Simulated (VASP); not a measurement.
# Zr5TiC6 (P4/mmm) in VASP: relaxation of cell and atoms with PBE

Aim: the relaxation of cell and atoms of Zr5TiC6 with PBE.

Everything below comes from runs of VASP 6.6.1. Logs are shortened: lines on timing, memory, paths and dates and some standing lists are left out, and cuts for length are marked.

## (1) The cell of the first run

The structure is tetragonal, space group P4/mmm (No. 123). Conventional cell: a = 3.460 Å, b = 3.460 Å, c = 14.679 Å, α = 90.00°, β = 90.00°, γ = 90.00°. Within 3.2 Å of Zr (site symmetry 4mm) lie 6 C at 2.45 Å. Within 3.2 Å of Zr (site symmetry 4mm) lie 6 C at 2.45 Å. Within 3.2 Å of Zr (site symmetry 4/mmm) lie 6 C at 2.45 Å. Within 3.2 Å of Ti (site symmetry 4/mmm) lie 6 C at 2.45 Å. Within 3.2 Å of C (site symmetry 4/mmm) lie 6 Zr at 2.45 Å. C (site symmetry 4mm) has 6 Zr at 2.45 Å within 3.2 Å. Within 3.2 Å of C (site symmetry 4mm) lie 5 Zr at 2.45 Å and 1 Ti at 2.45 Å. Within 3.2 Å of C (site symmetry 4/mmm) lie 4 Ti at 2.45 Å and 2 Zr at 2.45 Å.

## (2) Relaxation of cell and atoms, PBE

The input, INCAR:

```
SYSTEM = Zr5TiC6
PREC = Accurate
ENCUT = 600
EDIFF = 1E-7
ISMEAR = 0
SIGMA = 0.1
LREAL = .FALSE.
LASPH = .TRUE.
NELM = 60
ALGO = Normal
ISIF = 3
LWAVE = .FALSE.
LCHARG = .FALSE.
GGA = PE
IBRION = 2
NSW = 90
EDIFFG = -0.04
```

The input, KPOINTS:

```
regular mesh
0
G
  6 6 2
  0 0 0
```

The input, POSCAR:

```
Zr5TiC6
1.0
    3.4598796600      0.0000000000      0.0000000000
    0.0000000000      3.4598796600      0.0000000000
    0.0000000000      0.0000000000     14.6790262200
Zr Ti C
5 1 6
Direct
    0.0000000000      0.0000000000      0.1666666700
    0.5000000000      0.5000000000      0.3333333300
    0.5000000000      0.5000000000      0.6666666700
    0.0000000000      0.0000000000      0.8333333300
    0.5000000000      0.5000000000      0.0000000000
    0.0000000000      0.0000000000      0.5000000000
    0.0000000000      0.0000000000      0.0000000000
    0.5000000000      0.5000000000      0.1666666700
    0.0000000000      0.0000000000      0.3333333300
    0.5000000000      0.5000000000      0.5000000000
    0.0000000000      0.0000000000      0.6666666700
    0.5000000000      0.5000000000      0.8333333300
```

Potentials or basis: VASP PAW PBE potentials, release 64 (Zr_sv, Ti_sv, C).

The run is started by

```
$ cat potpaw_PBE.64/Zr_sv/POTCAR potpaw_PBE.64/Ti_sv/POTCAR potpaw_PBE.64/C/POTCAR > POTCAR
$ mpirun -np 1 vasp_std > vasp.out
```

OUTCAR:

```text
SYSTEM = Zr5TiC6
   PREC = Accurate
   ENCUT = 600
   EDIFF = 1E-7
   ISMEAR = 0
   LREAL = .FALSE.
   LASPH = .TRUE.
   NELM = 60
   ISIF = 3
   GGA = PE
   IBRION = 2
   NSW = 90
   EDIFFG = -0.04

 ion  position               nearest neighbor table
   1  0.000  0.000  0.167-   9 2.45   8 2.45   8 2.45   8 2.45   8 2.45   7 2.45   2 3.46   2 3.46
                             2 3.46   2 3.46   5 3.46   5 3.46   5 3.46   5 3.46
   2  0.500  0.500  0.333-   8 2.45   9 2.45   9 2.45   9 2.45   9 2.45  10 2.45   1 3.46   1 3.46
                             1 3.46   1 3.46
   3  0.500  0.500  0.667-  12 2.45  11 2.45  11 2.45  11 2.45  11 2.45  10 2.45   4 3.46   4 3.46
                             4 3.46   4 3.46
   4  0.000  0.000  0.833-  11 2.45  12 2.45  12 2.45  12 2.45  12 2.45   7 2.45   3 3.46   3 3.46
                             3 3.46   3 3.46   5 3.46   5 3.46   5 3.46   5 3.46
   5  0.500  0.500  0.000-   7 2.45   7 2.45   7 2.45   7 2.45  12 2.45   8 2.45   4 3.46   4 3.46
                             1 3.46   4 3.46   1 3.46   1 3.46   4 3.46   1 3.46
   6  0.000  0.000  0.500-  10 2.45  10 2.45  10 2.45  10 2.45  11 2.45   9 2.45
   7  0.000  0.000  0.000-   5 2.45   5 2.45   5 2.45   5 2.45   1 2.45   4 2.45
   8  0.500  0.500  0.167-   2 2.45   1 2.45   1 2.45   1 2.45   1 2.45   5 2.45
   9  0.000  0.000  0.333-   1 2.45   2 2.45   2 2.45   2 2.45   2 2.45   6 2.45
  10  0.500  0.500  0.500-   6 2.45   6 2.45   6 2.45   6 2.45   2 2.45   3 2.45
  11  0.000  0.000  0.667-   4 2.45   3 2.45   3 2.45   3 2.45   3 2.45   6 2.45
  12  0.500  0.500  0.833-   3 2.45   4 2.45   4 2.45   4 2.45   4 2.45   5 2.45

  LATTYP: Found a simple tetragonal cell.
 ALAT       =     3.4598796600
 C/A-ratio  =     4.2426406877

  Lattice vectors:

 A1 = (   3.4598796600,   0.0000000000,   0.0000000000)
 A2 = (   0.0000000000,   3.4598796600,   0.0000000000)
 A3 = (   0.0000000000,   0.0000000000,  14.6790262200)

Analysis of symmetry for initial positions (statically):
=====================================================================
 Subroutine PRICEL returns:
 Original cell was already a primitive cell.

 Routine SETGRP: Setting up the symmetry group for a
 simple tetragonal supercell.

 Subroutine GETGRP returns: Found 16 space group operations
 (whereof 16 operations were pure point group operations)
 out of a pool of 16 trial point group operations.

The static configuration has the point symmetry D_4h.

Analysis of symmetry for dynamics (positions and initial velocities):
=====================================================================
 Subroutine PRICEL returns:
 Original cell was already a primitive cell.

 Routine SETGRP: Setting up the symmetry group for a
 simple tetragonal supercell.

 Subroutine GETGRP returns: Found 16 space group operations
 (whereof 16 operations were pure point group operations)
 out of a pool of 16 trial point group operations.

The dynamic configuration has the point symmetry D_4h.

 Subroutine INISYM returns: Found 16 space group operations
 (whereof 16 operations are pure point group operations),
 and found     1 'primitive' translations

----------------------------------------------------------------------------------------

                                     Primitive cell

  volume of cell :     175.7192

  direct lattice vectors                    reciprocal lattice vectors
     3.459879660  0.000000000  0.000000000     0.289027394  0.000000000  0.000000000
     0.000000000  3.459879660  0.000000000     0.000000000  0.289027394  0.000000000
     0.000000000  0.000000000 14.679026220     0.000000000  0.000000000  0.068124410

  length of vectors
     3.459879660  3.459879660 14.679026220     0.289027394  0.289027394  0.068124410

  position of ions in fractional coordinates (direct lattice)
     0.000000000  0.000000000  0.166666670
     0.500000000  0.500000000  0.333333330
     0.500000000  0.500000000  0.666666670
     0.000000000  0.000000000  0.833333330
     0.500000000  0.500000000  0.000000000
     0.000000000  0.000000000  0.500000000
     0.000000000  0.000000000  0.000000000
     0.500000000  0.500000000  0.166666670
     0.000000000  0.000000000  0.333333330
     0.500000000  0.500000000  0.500000000
     0.000000000  0.000000000  0.666666670
     0.500000000  0.500000000  0.833333330

  ion indices of the primitive-cell ions
   primitive index   ion index
                 1           1
                 2           2
                 3           3
                 4           4
                 5           5
                 6           6
                 7           7
                 8           8
                 9           9
                10          10
                11          11
                12          12

----------------------------------------------------------------------------------------

 KPOINTS: regular mesh

Automatic generation of k-mesh.
 Grid dimensions read from file:
 generate k-points for:    6    6    2

 Generating k-lattice:

  Cartesian coordinates                     Fractional coordinates (reciprocal lattice)
     0.048171232  0.000000000  0.000000000     0.166666667  0.000000000  0.000000000
     0.000000000  0.048171232  0.000000000     0.000000000  0.166666667  0.000000000
     0.000000000  0.000000000  0.034062205     0.000000000  0.000000000  0.500000000

  Length of vectors
     0.048171232  0.048171232  0.034062205

  Shift w.r.t. Gamma in fractional coordinates (k-lattice)
     0.000000000  0.000000000  0.000000000

 Subroutine IBZKPT returns following result:
 ===========================================

 Found     20 irreducible k-points:

 Following reciprocal coordinates:
            Coordinates               Weight
  0.000000  0.000000  0.000000      1.000000
  0.166667  0.000000  0.000000      4.000000
  0.333333  0.000000  0.000000      4.000000
  0.500000  0.000000  0.000000      2.000000
  0.166667  0.166667  0.000000      4.000000
  0.333333  0.166667  0.000000      8.000000
[... 12 lines left out ...]
  0.500000  0.333333  0.500000      4.000000
  0.500000  0.500000  0.500000      1.000000
   k-points           NKPTS =     20   k-points in BZ     NKDIM =     20   number of bands    NBANDS=     57
   number of dos      NEDOS =    301   number of ions     NIONS =     12
   total plane-waves  NPLWV =  94080
   dimension x,y,z NGX =    28 NGY =   28 NGZ =  120
   dimension x,y,z NGXF=    56 NGYF=   56 NGZF=  240
   ions per type =               5   1   6
   NGX,Y,Z   is equivalent  to a cutoff of  13.45, 13.45, 13.59 a.u.
   NGXF,Y,Z  is equivalent  to a cutoff of  26.91, 26.91, 27.18 a.u.
 SYSTEM =  Zr5TiC6
   PREC   = accura    normal or accurate (medium, high low for compatibility)
   ISTART =      0    job   : 0-new  1-cont  2-samecut
   ICHARG =      2    charge: 1-file 2-atom 10-const
   ISPIN  =      1    spin polarized calculation?
   LNONCOLLINEAR =      F non collinear calculations
   LSORBIT =      F    spin-orbit coupling
   LASPH  =      T    aspherical Exc in radial PAW
   ENCUT  =  600.0 eV  44.10 Ry    6.64 a.u.   6.91  6.91 29.32*2*pi/ulx,y,z
   NELM   =     60;   NELMIN=  2; NELMDL= -5     # of ELM steps
   EDIFF  = 0.1E-06   stopping-criterion for ELM
   LREAL  =      F    real-space projection
   EDIFFG = -.4E-01   stopping-criterion for IOM
   NSW    =     90    number of steps for IOM
   IBRION =      2    ionic relax: 0-MD 1-quasi-New 2-CG
   NFREE  =      1    steps in history (QN), initial steepest desc. (CG)
   ISIF   =      3    stress and relaxation
   ISYM   =      2    0-nonsym 1-usesym 2-fastsym
   POTIM  = 0.5000    time-step for ionic-motion
   TEBEG  =    0.0;   TEEND  =   0.0 temperature during run
   PSTRESS=    0.0 pullay stress
   NELECT =      96.0000    total number of electrons
   NUPDOWN=      -1.0000    fix difference up-down
   EMIN   =  10.00;   EMAX   =-10.00  energy-range for DOS
   EFERMI =   0.00;   METHOD = LEGACY
   ISMEAR =     0;   SIGMA  =   0.10  broadening in eV -4-tet -1-fermi 0-gaus
   EFERMI_NEDOS =   21; number of points for ismear=-14 and -15
   IALGO  =     38    algorithm
   IMIX   =      4    mixing-type and parameters
     AMIX     =   0.40;   BMIX     =  1.00
     AMIX_MAG =   1.60;   BMIX_MAG =  1.00
  volume/ion in A,a.u.               =      14.64        98.82
  Fermi-wavevector in a.u.,A,eV,Ry     =   1.338316  2.529051 24.369273  1.791091
  Thomas-Fermi vector in A             =   2.466796
   LORBIT       =      0    0 simple, 1 ext, 2 COOP (PROOUT), +10 PAW based schemes
   GGA     = PE    functional components
   LHFCALC =     F    Hartree Fock is set to
   AEXX    =    0.0000 exact exchange contribution
   IVDW    =     0    specifies the selected vdW correction
   LEPSILON=     F    determine dielectric tensor
   LRPA    =     F    only Hartree local field effects (RPA)
 conjugate gradient relaxation of ions
 non-spin polarized calculation
 Gauss-broadening in eV      SIGMA  =   0.10
  energy-cutoff  :      600.00
  volume of cell :      175.72
 maximum number of plane-waves:      5908
 NGX is ok and might be reduce to    28
   NGX = 13   NGY = 13   NGZ = 59

--------------------------------------- Ionic step        1  -------------------------------------------

 number of electron      96.0000001 magnetization

 Free energy of the ion-electron system (eV)
  ---------------------------------------------------
  ext. energy  EPLUGINS =         0.00000000
  ---------------------------------------------------
  free energy    TOTEN  =      -113.40743512 eV

  energy without entropy =     -113.39727024  energy(sigma->0) =     -113.40235268

------------------------ aborting loop because EDIFF is reached ----------------------------------------

  FORCE on cell =-STRESS in cart. coord.  units (eV):
  Direction    XX          YY          ZZ          XY          YZ          ZX
  --------------------------------------------------------------------------------------
  -------------------------------------------------------------------------------------
  Total      -26.2854636    -26.2854636    -26.9057734      0.0000000      0.0000000      0.0000000
  in kB     -239.6663103   -239.6663103   -245.3221882      0.0000000      0.0000000      0.0000000
  external PRESSURE =    -241.5516029 kB  Pullay stress =       0.0000000 kB
[... 31 lines left out ...]
  energy  without entropy=     -113.3972702382  energy(sigma->0) =     -113.40235268

--------------------------------------- Ionic step        2  -------------------------------------------

 number of electron      95.9999996 magnetization

 E-fermi :  11.7386     XC(G=0): -13.1334

 val. band max:       11.6973811721   @ k =   0.0000   0.0000   0.0000
 cond. band min:      11.8240089977   @ k =   0.0000   0.0000   0.5000
 fundamental gap:      0.1266278256
 Fermi energy:        11.7386301820

 k-point     1 :       0.0000    0.0000    0.0000
  band No.  band energies     occupation
      1     -44.6559      2.00000
      2     -35.5570      2.00000
      3     -35.5012      2.00000
      4     -35.4161      2.00000
      5     -35.3319      2.00000
      6     -35.2541      2.00000
[... 1274 lines left out ...]
  FREE ENERGIE OF THE ION-ELECTRON SYSTEM (eV)
  ---------------------------------------------------
  free  energy   TOTEN  =      -115.4597485771 eV

  energy  without entropy=     -115.4542437100  energy(sigma->0) =     -115.45699614

[... ionic steps 4 to 9 ...]

--------------------------------------- Ionic step       10  -------------------------------------------

 number of electron      95.9999995 magnetization

------------------------ aborting loop because EDIFF is reached ----------------------------------------

  FORCE on cell =-STRESS in cart. coord.  units (eV):
  Direction    XX          YY          ZZ          XY          YZ          ZX
  --------------------------------------------------------------------------------------
  -------------------------------------------------------------------------------------
  Total        0.7814176      0.7814176      0.3769331      0.0000000      0.0000000     -0.0000000
  in kB        8.2795112      8.2795112      3.9937947      0.0000000      0.0000000     -0.0000000
  external PRESSURE =       6.8509390 kB  Pullay stress =       0.0000000 kB
[... 77 lines left out ...]
  energy  without entropy=     -115.5889528593  energy(sigma->0) =     -115.59150213

--------------------------------------- Ionic step       12  -------------------------------------------

 number of electron      95.9999994 magnetization

 Free energy of the ion-electron system (eV)
  ---------------------------------------------------
  ext. energy  EPLUGINS =         0.00000000
  ---------------------------------------------------
  free energy    TOTEN  =      -115.59600716 eV

  energy without entropy =     -115.59081602  energy(sigma->0) =     -115.59341159

 E-fermi :   9.4347     XC(G=0): -12.1567

 val. band max:        9.4325953212   @ k =   0.0000   0.0000   0.5000
 cond. band min:       9.5381549594   @ k =   0.0000   0.0000   0.0000
 fundamental gap:      0.1055596383
 Fermi energy:         9.4346697774

 k-point     1 :       0.0000    0.0000    0.0000
  band No.  band energies     occupation
      1     -47.5085      2.00000
      2     -38.6152      2.00000
      3     -38.5879      2.00000
      4     -38.5118      2.00000
      5     -38.4679      2.00000
      6     -38.4639      2.00000
[... 1228 lines left out ...]
  FREE ENERGIE OF THE ION-ELECTRON SYSTEM (eV)
  ---------------------------------------------------
  free  energy   TOTEN  =      -115.5960071607 eV

  energy  without entropy=     -115.5908160223  energy(sigma->0) =     -115.59341159

 reached required accuracy - stopping structural energy minimisation
```

Wall time 36 min (1 thread of Intel Xeon 6975P-C (Granite Rapids), shared host); peak memory 0.43 GiB.

Results:

```yaml
Free_energy: -115.5960 eV
Relaxed_volume: 12.64 Å³/atom
Relaxed_cell: a = 3.299 Å, b = 3.299 Å, c = 13.938 Å, α = 90.00°, β = 90.00°, γ = 90.00°
Space_group_after_relaxing_to_0.1_Å: P4/mmm (No. 123)
Energy_gained_by_relaxing: 182.4 meV/atom
Ionic_steps: 12
Pressure_after_relaxing: 0.0 GPa
Largest_force_after_relaxing: 0.038 eV/Å
Band_gap_on_the_k_mesh: zero (bands 48 and 49 overlap by 0.32 eV)
```

Forces in eV/Å, atoms in the order of the input:
```
Zr   0.000  0.000  0.016
Zr   0.000  0.000  0.033
Zr   0.000  0.000 -0.033
Zr   0.000  0.000 -0.016
Zr   0.000  0.000  0.000
Ti   0.000  0.000  0.000
C    0.000  0.000  0.000
C    0.000  0.000  0.033
C    0.000  0.000 -0.038
C    0.000  0.000  0.000
C    0.000  0.000  0.038
C    0.000  0.000 -0.033
```

Step by step:
```tsv
step	energy change (eV)	largest force (eV/Å)	pressure (GPa)	volume (Å³)
1	0.0000	0.5029	-24.16	175.72
2	2.3148	1.0916	62.45	125.34
3	-2.0523	0.6469	-1.40	152.81
4	-2.0575	0.6597	-0.13	151.93
5	-2.0574	0.6664	0.53	151.48
6	-2.1204	0.5298	0.62	151.32
7	-2.1643	0.3372	1.10	151.03
8	-2.1741	0.1603	-2.17	153.21
9	-2.1806	0.1763	-0.93	152.36
10	-2.1854	0.1388	0.69	151.21
11	-2.1866	0.1142	0.18	151.56
12	-2.1886	0.0376	0.02	151.67
```

Final structure:
```xyz
12
Lattice="3.2987 0.0000 0.0000 0.0000 3.2987 0.0000 0.0000 0.0000 13.9381" Properties=species:S:1:pos:R:3 pbc="T T T"
Zr    0.0000    0.0000    2.3627
Zr    1.6494    1.6494    4.7294
Zr    1.6494    1.6494    9.2087
Zr    0.0000    0.0000   11.5754
Zr    1.6494    1.6494    0.0000
Ti    3.2987    3.2987    6.9691
C     3.2987    3.2987    0.0000
C     1.6494    1.6494    2.3525
C     0.0000    0.0000    4.7598
C     1.6494    1.6494    6.9691
C     3.2987    3.2987    9.1783
C     1.6494    1.6494   11.5856
```

The gap in the log of VASP goes by the Fermi energy; the results here count the filled bands.